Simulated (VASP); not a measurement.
# WSe2 in VASP: a series of runs, part 3 of 3

VASP 6.6.1.

**5. Single point, LDA**

This run uses another cell than the first one, of 70.79 Å³/atom, 1.021 times its volume.

File INCAR:

```
SYSTEM = WSe2
PREC     = Accurate       ! precision mode
ENCUT    = 520            ! plane-wave cutoff, eV
EDIFF    = 1E-6           ! SCF threshold, eV
ISMEAR   = 0              ! smearing method
SIGMA    = 0.02           ! smearing width, eV
LREAL    = .False.        ! projectors in reciprocal space
LASPH    = .True.         ! aspherical terms in the spheres
NELM     = 60             ! most SCF steps
ALGO     = Normal         ! electronic algorithm
ISIF     = 2              ! what is computed and relaxed
LWAVE    = .False.        ! write WAVECAR
LCHARG   = .False.        ! write CHGCAR
LDIPOL   = .True.       
IDIPOL   = 3            
DIPOL    = 0.5 0.5 0.500
GGA      = CA             ! functional
NBANDS   = 35             ! bands
```

File KPOINTS:

```
regular mesh
0
Gamma
  9 9 1
  0 0 0
```

File POSCAR:

```
WSe2
1.0
    3.2822755081      0.0000000000      0.0000000000
   -1.6411377540      2.8425339722      0.0000000000
    0.0000000000      0.0000000000     45.5260804632
Se W
4 2
Direct
    0.3333333333      0.6666666667      0.3926514613
    0.3333333333      0.6666666667      0.4666611099
    0.6666666667      0.3333333333      0.5333388901
    0.6666666667      0.3333333333      0.6073485387
    0.6666666667      0.3333333333      0.4296639180
    0.3333333333      0.6666666667      0.5703360820
```

Potentials or basis: VASP PAW LDA potentials, release 64 (Se, W_sv).

Launch:

```console
$ cat potpaw_LDA.64/Se/POTCAR potpaw_LDA.64/W_sv/POTCAR > POTCAR
$ mpirun -np 1 vasp_std > vasp.out
```

OUTCAR:

```text
SYSTEM = WSe2
   PREC = Accurate
   ENCUT = 520
   EDIFF = 1E-6
   ISMEAR = 0
   LREAL = .False.
   LASPH = .True.
   NELM = 60
   ISIF = 2
   GGA = CA

 ion  position               nearest neighbor table
   1  0.333  0.667  0.393-   5 2.54   5 2.54   5 2.54
   2  0.333  0.667  0.467-   5 2.54   5 2.54   5 2.54
   3  0.667  0.333  0.533-   6 2.54   6 2.54   6 2.54
   4  0.667  0.333  0.607-   6 2.54   6 2.54   6 2.54
   5  0.667  0.333  0.430-   2 2.54   2 2.54   2 2.54   1 2.54   1 2.54   1 2.54
   6  0.333  0.667  0.570-   3 2.54   3 2.54   3 2.54   4 2.54   4 2.54   4 2.54

  LATTYP: Found a hexagonal cell.
 ALAT       =     3.2822755081
 C/A-ratio  =    13.8702800392

  Lattice vectors:

 A1 = (   3.2822755081,   0.0000000000,   0.0000000000)
 A2 = (  -1.6411377540,   2.8425339722,   0.0000000000)
 A3 = (   0.0000000000,   0.0000000000,  45.5260804632)

Analysis of symmetry for initial positions (statically):
=====================================================================
 Subroutine PRICEL returns:
 Original cell was already a primitive cell.

 Routine SETGRP: Setting up the symmetry group for a
 hexagonal supercell.

 Subroutine GETGRP returns: Found 12 space group operations
 (whereof 12 operations were pure point group operations)
 out of a pool of 24 trial point group operations.

The static configuration has the point symmetry D_3d.

Analysis of symmetry for dynamics (positions and initial velocities):
=====================================================================
 Subroutine PRICEL returns:
 Original cell was already a primitive cell.

 Routine SETGRP: Setting up the symmetry group for a
 hexagonal supercell.

 Subroutine GETGRP returns: Found 12 space group operations
 (whereof 12 operations were pure point group operations)
 out of a pool of 24 trial point group operations.

The dynamic configuration has the point symmetry D_3d.

 Subroutine INISYM returns: Found 12 space group operations
 (whereof 12 operations are pure point group operations),
 and found     1 'primitive' translations

----------------------------------------------------------------------------------------

                                     Primitive cell

  volume of cell :     424.7574

  direct lattice vectors                    reciprocal lattice vectors
     3.282275508  0.000000000  0.000000000     0.304666686  0.175899393  0.000000000
    -1.641137754  2.842533972  0.000000000     0.000000000  0.351798786  0.000000000
     0.000000000  0.000000000 45.526080463     0.000000000  0.000000000  0.021965431

  length of vectors
     3.282275508  3.282275508 45.526080463     0.351798786  0.351798786  0.021965431

  position of ions in fractional coordinates (direct lattice)
     0.333333333  0.666666667  0.392651461
     0.333333333  0.666666667  0.466661110
     0.666666667  0.333333333  0.533338890
     0.666666667  0.333333333  0.607348539
     0.666666667  0.333333333  0.429663918
     0.333333333  0.666666667  0.570336082

  ion indices of the primitive-cell ions
   primitive index   ion index
                 1           1
                 2           2
[... 39 lines left out ...]
  0.222222  0.111111  0.000000     12.000000
  0.333333  0.111111  0.000000     12.000000
  0.444444  0.111111  0.000000      6.000000
  0.222222  0.222222  0.000000      6.000000
  0.333333  0.222222  0.000000     12.000000
  0.333333  0.333333  0.000000      2.000000
   k-points           NKPTS =     12   k-points in BZ     NKDIM =     12   number of bands    NBANDS=     35
   number of dos      NEDOS =    301   number of ions     NIONS =      6
   total plane-waves  NPLWV = 201600
   dimension x,y,z NGX =    24 NGY =   24 NGZ =  350
   dimension x,y,z NGXF=    48 NGYF=   48 NGZF=  700
   ions per type =               4   2
   NGX,Y,Z   is equivalent  to a cutoff of  12.16, 12.16, 12.78 a.u.
   NGXF,Y,Z  is equivalent  to a cutoff of  24.31, 24.31, 25.56 a.u.
 SYSTEM =  WSe2
   PREC   = accura    normal or accurate (medium, high low for compatibility)
   ISTART =      0    job   : 0-new  1-cont  2-samecut
   ICHARG =      2    charge: 1-file 2-atom 10-const
   ISPIN  =      1    spin polarized calculation?
   LNONCOLLINEAR =      F non collinear calculations
   LSORBIT =      F    spin-orbit coupling
   LASPH  =      T    aspherical Exc in radial PAW
   ENCUT  =  520.0 eV  38.22 Ry    6.18 a.u.   6.10  6.10 84.65*2*pi/ulx,y,z
   NELM   =     60;   NELMIN=  2; NELMDL= -5     # of ELM steps
   EDIFF  = 0.1E-05   stopping-criterion for ELM
   LREAL  =      F    real-space projection
   EDIFFG = 0.1E-04   stopping-criterion for IOM
   NSW    =      0    number of steps for IOM
   IBRION =     -1    ionic relax: 0-MD 1-quasi-New 2-CG
   NFREE  =      0    steps in history (QN), initial steepest desc. (CG)
   ISIF   =      2    stress and relaxation
   ISYM   =      2    0-nonsym 1-usesym 2-fastsym
   POTIM  = 0.5000    time-step for ionic-motion
   TEBEG  =    0.0;   TEEND  =   0.0 temperature during run
   PSTRESS=    0.0 pullay stress
   NELECT =      52.0000    total number of electrons
   NUPDOWN=      -1.0000    fix difference up-down
   EMIN   =  10.00;   EMAX   =-10.00  energy-range for DOS
   EFERMI =   0.00;   METHOD = LEGACY
   ISMEAR =     0;   SIGMA  =   0.02  broadening in eV -4-tet -1-fermi 0-gaus
   EFERMI_NEDOS =   21; number of points for ismear=-14 and -15
   IALGO  =     38    algorithm
   IMIX   =      4    mixing-type and parameters
     AMIX     =   0.40;   BMIX     =  1.00
     AMIX_MAG =   1.60;   BMIX_MAG =  1.00
  volume/ion in A,a.u.               =      70.79       477.73
  Fermi-wavevector in a.u.,A,eV,Ry     =   0.812885  1.536129  8.990479  0.660782
  Thomas-Fermi vector in A             =   1.922509
   LORBIT       =      0    0 simple, 1 ext, 2 COOP (PROOUT), +10 PAW based schemes
   GGA     = CA    functional components
   LHFCALC =     F    Hartree Fock is set to
   AEXX    =    0.0000 exact exchange contribution
   IVDW    =     0    specifies the selected vdW correction
   LEPSILON=     F    determine dielectric tensor
   LRPA    =     F    only Hartree local field effects (RPA)
 non-spin polarized calculation
 Gauss-broadening in eV      SIGMA  =   0.02
  energy-cutoff  :      520.00
  volume of cell :      424.76
 maximum number of plane-waves:     11568
   NGX = 13   NGY = 13   NGZ =169

 number of electron      51.9999994 magnetization

 dipolmoment           0.000000      0.000000     -0.000000 electrons x Angstroem

 Free energy of the ion-electron system (eV)
  ---------------------------------------------------
  ext. energy  EPLUGINS =         0.00000000
  ---------------------------------------------------
  free energy    TOTEN  =       -48.33555844 eV

  energy without entropy =      -48.33555844  energy(sigma->0) =      -48.33555844

 E-fermi :  -1.6873     XC(G=0):  -3.3937

 val. band max:       -1.9665019454   @ k =   0.0000   0.0000   0.0000
 cond. band min:      -0.6471345324   @ k =   0.2222   0.1111   0.0000
 fundamental gap:      1.3193674130
 Fermi energy:        -1.6873358955

 k-point     1 :       0.0000    0.0000    0.0000
  band No.  band energies     occupation
      1     -75.6950      2.00000
      2     -75.6950      2.00000
      3     -40.2067      2.00000
      4     -40.2067      2.00000
      5     -40.0571      2.00000
      6     -40.0571      2.00000
[... 445 lines left out ...]
     34       2.7057      0.00000
     35       3.8937      0.00000

------------------------ aborting loop because EDIFF is reached ----------------------------------------

 vacuum level on the upper side and lower side of the slab       (xc-potential included)        -0.127        -0.127

  FORCE on cell =-STRESS in cart. coord.  units (eV):
  Direction    XX          YY          ZZ          XY          YZ          ZX
  --------------------------------------------------------------------------------------
  -------------------------------------------------------------------------------------
  Total       -2.7063089     -2.7063089     -3.0853982     -0.0000000     -0.0000000     -0.0000000
  in kB      -10.2081486    -10.2081486    -11.6380668     -0.0000000     -0.0000000     -0.0000000
  external PRESSURE =     -10.6847880 kB  Pullay stress =       0.0000000 kB

 VOLUME and BASIS-vectors are now :
 -----------------------------------------------------------------------------
  energy-cutoff  :      520.00
  volume of cell :      424.76
      direct lattice vectors                 reciprocal lattice vectors
     3.282275508  0.000000000  0.000000000     0.304666686  0.175899393  0.000000000
    -1.641137754  2.842533972  0.000000000     0.000000000  0.351798786  0.000000000
     0.000000000  0.000000000 45.526080463     0.000000000  0.000000000  0.021965431

 POSITION                                       TOTAL-FORCE (eV/Angst)
 -----------------------------------------------------------------------------------
     -0.00000      1.89502     17.87588        -0.000000      0.000000      0.491607
     -0.00000      1.89502     21.24525        -0.000000      0.000000     -0.425587
      1.64114      0.94751     24.28083         0.000000     -0.000000      0.425587
      1.64114      0.94751     27.65020         0.000000      0.000000     -0.491607
      1.64114      0.94751     19.56091        -0.000000      0.000000     -0.070281
     -0.00000      1.89502     25.96517        -0.000000     -0.000000      0.070281
 -----------------------------------------------------------------------------------
    total drift:                                0.000000     -0.000000      0.000000

  FREE ENERGIE OF THE ION-ELECTRON SYSTEM (eV)
  ---------------------------------------------------
  free  energy   TOTEN  =       -48.3355584425 eV

  energy  without entropy=      -48.3355584425  energy(sigma->0) =      -48.33555844

 vacuum level on the upper side and lower side of the slab         3.130         3.130
```

Wall time 2.5 min (1 thread of Intel Xeon 6975P-C (Granite Rapids), shared host); peak memory 0.44 GiB.

What came out:

- Free energy: -48.3356 eV
- Largest force: 0.492 eV/Å
- Band gap on the k mesh: 1.32 eV, indirect (least direct gap 1.61 eV)

Forces in eV/Å, atoms in the order of the input:
```
Se   0.000  0.000  0.492
Se   0.000  0.000 -0.426
Se   0.000  0.000  0.426
Se   0.000  0.000 -0.492
W    0.000  0.000 -0.070
W    0.000  0.000  0.070
```

Caveat: spin-orbit coupling is left out, which moves the levels of the heavy elements.

**6. Overview**

| level | potentials or basis | cell | gap on the mesh (eV) | largest force (eV/Å) |
| --- | --- | --- | --- | --- |
| LDA | VASP PAW LDA potentials, release 64 (Se, W_sv) | a = 3.249, b = 3.249, c = 45.526 Å, angles 90.0, 90.0, 120.0°, 6 atoms | 1.37 | 0.10 |
| PBE+D3(BJ) | VASP PAW PBE potentials, release 64 (Se, W_sv) | a = 3.282, b = 3.282, c = 45.526 Å, angles 90.0, 90.0, 120.0°, 6 atoms | 1.37 | 0.05 |
| PBE+D3(BJ) | VASP PAW PBE potentials, release 64 (Se, W_sv) | a = 3.279, b = 3.279, c = 45.526 Å, angles 90.0, 90.0, 120.0°, 6 atoms | 1.37 | 0.08 |
| LDA | VASP PAW LDA potentials, release 64 (Se, W_sv) | a = 3.282, b = 3.282, c = 45.526 Å, angles 90.0, 90.0, 120.0°, 6 atoms | 1.32 | 0.49 |

Alike in all rows: task single point; no spin polarisation; k mesh 9 × 9 × 1; cutoff (eV) 520; smearing gaussian 0.02 eV.

Caveats: spin-orbit coupling is left out, which moves the levels of the heavy elements.

Absolute energies hang on the potentials; compare differences alone.
